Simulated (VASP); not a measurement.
# BN (zincblende type) (F-43m) in VASP: further runs

BN (zincblende type) is run at these levels: PBE; tasks: single point.

Program: VASP 6.6.1. These are calculated values, not measurements. Logs are shortened: lines on timing, memory, paths and dates and some standing lists are left out, and cuts for length are marked.

## (1) The cell of the first run

The structure is cubic, space group F-43m (No. 216). The conventional cell has a = 3.330 Å, b = 3.330 Å, c = 3.330 Å, α = 90.00°, β = 90.00°, γ = 90.00°. Within 1.9 Å of B (site symmetry -43m) lie 4 N at 1.44 Å. Within 1.9 Å of N (site symmetry -43m) lie 4 B at 1.44 Å.

## (2) Single point, PBE

INCAR

```
PREC = Accurate
ENCUT = 520
EDIFF = 1E-6
ISMEAR = -1
SIGMA = 0.05
LREAL = False
LASPH = True
NELM = 60
ALGO = Normal
ISIF = 2
LWAVE = False
LCHARG = False
GGA = PE
NBANDS = 11
```

KPOINTS

```
regular mesh
0
Gamma
  17 17 17
```

POSCAR

```
BN
1.0
    0.0000000000      1.6649093161      1.6649093161
    1.6649093161      0.0000000000      1.6649093161
    1.6649093161      1.6649093161      0.0000000000
B N
1 1
Direct
    0.0000000000      0.0000000000      0.0000000000
    0.2500000000      0.2500000000      0.2500000000
```

Potentials or basis: VASP PAW PBE potentials, release 64 (B, N).

Command:

```bash
> cat potpaw_PBE.64/B/POTCAR potpaw_PBE.64/N/POTCAR > POTCAR
> mpirun -np 1 vasp_std > vasp.out
```

OUTCAR:

```text
PREC = Accurate
   ENCUT = 520
   EDIFF = 1E-6
   ISMEAR = -1
   LREAL = False
   LASPH = True
   NELM = 60
   ISIF = 2
   GGA = PE

 ion  position               nearest neighbor table
   1  0.000  0.000  0.000-   2 1.44   2 1.44   2 1.44   2 1.44
   2  0.250  0.250  0.250-   1 1.44   1 1.44   1 1.44   1 1.44

  LATTYP: Found a face centered cubic cell.
 ALAT       =     3.3298186322

  Lattice vectors:

 A1 = (   0.0000000000,   1.6649093161,   1.6649093161)
 A2 = (   1.6649093161,   0.0000000000,   1.6649093161)
 A3 = (   1.6649093161,   1.6649093161,   0.0000000000)

Analysis of symmetry for initial positions (statically):
=====================================================================
 Subroutine PRICEL returns:
 Original cell was already a primitive cell.

 Routine SETGRP: Setting up the symmetry group for a
 face centered cubic supercell.

 Subroutine GETGRP returns: Found 24 space group operations
 (whereof 24 operations were pure point group operations)
 out of a pool of 48 trial point group operations.

The static configuration has the point symmetry T_d .

Analysis of symmetry for dynamics (positions and initial velocities):
=====================================================================
 Subroutine PRICEL returns:
 Original cell was already a primitive cell.

 Routine SETGRP: Setting up the symmetry group for a
 face centered cubic supercell.

 Subroutine GETGRP returns: Found 24 space group operations
 (whereof 24 operations were pure point group operations)
 out of a pool of 48 trial point group operations.

The dynamic configuration has the point symmetry T_d .

 Subroutine INISYM returns: Found 24 space group operations
 (whereof 24 operations are pure point group operations),
 and found     1 'primitive' translations

----------------------------------------------------------------------------------------

                                     Primitive cell

  volume of cell :       9.2300

  direct lattice vectors                    reciprocal lattice vectors
     0.000000000  1.664909316  1.664909316    -0.300316657  0.300316657  0.300316657
     1.664909316  0.000000000  1.664909316     0.300316657 -0.300316657  0.300316657
     1.664909316  1.664909316  0.000000000     0.300316657  0.300316657 -0.300316657

  length of vectors
     2.354537335  2.354537335  2.354537335     0.520163708  0.520163708  0.520163708

  position of ions in fractional coordinates (direct lattice)
     0.000000000  0.000000000  0.000000000
[... 81 lines left out ...]
   NSW    =      0    number of steps for IOM
   IBRION =     -1    ionic relax: 0-MD 1-quasi-New 2-CG
   NFREE  =      0    steps in history (QN), initial steepest desc. (CG)
   ISIF   =      2    stress and relaxation
   ISYM   =      2    0-nonsym 1-usesym 2-fastsym
   POTIM  = 0.5000    time-step for ionic-motion
   TEBEG  =    0.0;   TEEND  =   0.0 temperature during run
   PSTRESS=    0.0 pullay stress
   NELECT =       8.0000    total number of electrons
   NUPDOWN=      -1.0000    fix difference up-down
   EMIN   =  10.00;   EMAX   =-10.00  energy-range for DOS
   EFERMI =   0.00;   METHOD = LEGACY
   ISMEAR =    -1;   SIGMA  =   0.05  broadening in eV -4-tet -1-fermi 0-gaus
   EFERMI_NEDOS =   21; number of points for ismear=-14 and -15
   IALGO  =     38    algorithm
   IMIX   =      4    mixing-type and parameters
     AMIX     =   0.40;   BMIX     =  1.00
     AMIX_MAG =   1.60;   BMIX_MAG =  1.00
  volume/ion in A,a.u.               =       4.62        31.14
  Fermi-wavevector in a.u.,A,eV,Ry     =   1.560885  2.949645 33.148718  2.436362
  Thomas-Fermi vector in A             =   2.664031
   LORBIT       =      0    0 simple, 1 ext, 2 COOP (PROOUT), +10 PAW based schemes
   GGA     = PE    functional components
   LHFCALC =     F    Hartree Fock is set to
   AEXX    =    0.0000 exact exchange contribution
   IVDW    =     0    specifies the selected vdW correction
   LEPSILON=     F    determine dielectric tensor
   LRPA    =     F    only Hartree local field effects (RPA)
 non-spin polarized calculation
  energy-cutoff  :      520.00
  volume of cell :        9.23
 maximum number of plane-waves:       263
 NGX is ok and might be reduce to    18
   NGX =  9   NGY =  9   NGZ =  9

 number of electron       8.0000003 magnetization

 Free energy of the ion-electron system (eV)
  ---------------------------------------------------
  ext. energy  EPLUGINS =         0.00000000
  ---------------------------------------------------
  free energy    TOTEN  =       -16.40672504 eV

  energy without entropy =      -16.40672504  energy(sigma->0) =      -16.40672504

 E-fermi :  11.7576     XC(G=0): -14.0819

 val. band max:       10.7617842410   @ k =   0.0000   0.0000   0.0000
 cond. band min:      15.4998809870   @ k =   0.4706   0.4706   0.0000
 fundamental gap:      4.7380967460
 Fermi energy:        11.7575762417

 k-point     1 :       0.0000    0.0000    0.0000
  band No.  band energies     occupation
      1     -12.5581      2.00000
      2      10.7618      2.00000
      3      10.7618      2.00000
      4      10.7618      2.00000
      5      20.7606      0.00000
      6      20.7606      0.00000
      7      20.7606      0.00000
      8      25.4219      0.00000
      9      40.4213      0.00000
     10      41.7360      0.00000
     11      41.7360      0.00000
[... 309 lines left out ...]
 k-point    24 :      -0.1176    0.0588    0.0000
  band No.  band energies     occupation
      1     -11.9184      2.00000
      2       8.0759      2.00000
      3       9.4182      2.00000
      4      10.4401      2.00000
      5      21.3749      0.00000
      6      21.7990      0.00000
      7      22.3900      0.00000
      8      26.6081      0.00000
      9      36.2890      0.00000
     10      36.9694      0.00000
     11      40.9324      0.00000

 [... further k-points ...]
[... 5 lines left out ...]
  --------------------------------------------------------------------------------------
  -------------------------------------------------------------------------------------
  Total        8.7020269      8.7020269      8.7020269     -0.0000000      0.0000000      0.0000000
  in kB     1510.5296685   1510.5296685   1510.5296685     -0.0000000      0.0000000      0.0000000
  external PRESSURE =    1510.5296685 kB  Pullay stress =       0.0000000 kB

 VOLUME and BASIS-vectors are now :
 -----------------------------------------------------------------------------
  energy-cutoff  :      520.00
  volume of cell :        9.23
      direct lattice vectors                 reciprocal lattice vectors
     0.000000000  1.664909316  1.664909316    -0.300316657  0.300316657  0.300316657
     1.664909316  0.000000000  1.664909316     0.300316657 -0.300316657  0.300316657
     1.664909316  1.664909316  0.000000000     0.300316657  0.300316657 -0.300316657

 POSITION                                       TOTAL-FORCE (eV/Angst)
 -----------------------------------------------------------------------------------
      0.00000      0.00000      0.00000         0.000000     -0.000000      0.000000
      0.83245      0.83245      0.83245        -0.000000      0.000000     -0.000000
 -----------------------------------------------------------------------------------
    total drift:                                0.000000      0.000000      0.000000

  FREE ENERGIE OF THE ION-ELECTRON SYSTEM (eV)
  ---------------------------------------------------
  free  energy   TOTEN  =       -16.4067250415 eV

  energy  without entropy=      -16.4067250415  energy(sigma->0) =      -16.40672504
```

stdout:

```text
POSCAR found type information on POSCAR B N
 POSCAR found :  2 types and       2 ions
 scaLAPACK will be used
 LDA part: xc-table for (Slater+PW92), standard interpolation
 POSCAR, INCAR and KPOINTS ok, starting setup
 FFT: planning ... GRIDC
 FFT: planning ... GRID_SOFT
 FFT: planning ... GRID
 WAVECAR not read
 entering main loop
```

Wall time 7.2 s (1 thread of Intel Xeon 6975P-C (Granite Rapids), shared host); peak memory 0.12 GiB.

Results:

```
Free energy            : -16.4067 eV
Pressure               : 151.1 GPa
Band gap on the k mesh : 4.74 eV, indirect (least direct gap 10.00 eV)
```

## (3) Single point, PBE

INCAR

```
PREC = Accurate
ENCUT = 520
EDIFF = 1E-6
ISMEAR = -1
SIGMA = 0.05
LREAL = F
LASPH = T
NELM = 60
ALGO = Normal
ISIF = 2
LWAVE = F
LCHARG = F
GGA = PE
NBANDS = 11
```

KPOINTS

```
Automatic mesh
0
Gamma
  17 17 17
```

POSCAR

```
BN
1.0
    0.0000000000      1.6649455284      1.6649455284
    1.6649455284      0.0000000000      1.6649455284
    1.6649455284      1.6649455284      0.0000000000
B N
1 1
Direct
    0.0000000000      0.0000000000      0.0000000000
    0.2500000000      0.2500000000      0.2500000000
```

Potentials or basis: VASP PAW PBE potentials, release 64 (B, N).

Command:

```bash
> cat potpaw_PBE.64/B/POTCAR potpaw_PBE.64/N/POTCAR > POTCAR
> mpirun -np 1 vasp_std > vasp.out
```

Wall time 7 s (1 thread of Intel Xeon 6975P-C (Granite Rapids), shared host); peak memory 0.12 GiB.

It converged, with:

| Item | Value |
| --- | --- |
| Free energy | -16.4073 eV |
| Pressure | 151.0 GPa |
| Band gap on the k mesh | 4.74 eV, indirect (least direct gap 10.00 eV) |

Levels at points of the mesh, in eV from the valence-band top:
```tsv
k point	band 2	band 3	band 4	band 5	band 6	band 7
(0.00, 0.00, 0.00)	0.00	0.00	0.00	10.00	10.00	10.00
```

A k mesh can miss the band edges. Expect the measured gap to be larger: semilocal functionals such as PBE lack the derivative discontinuity.
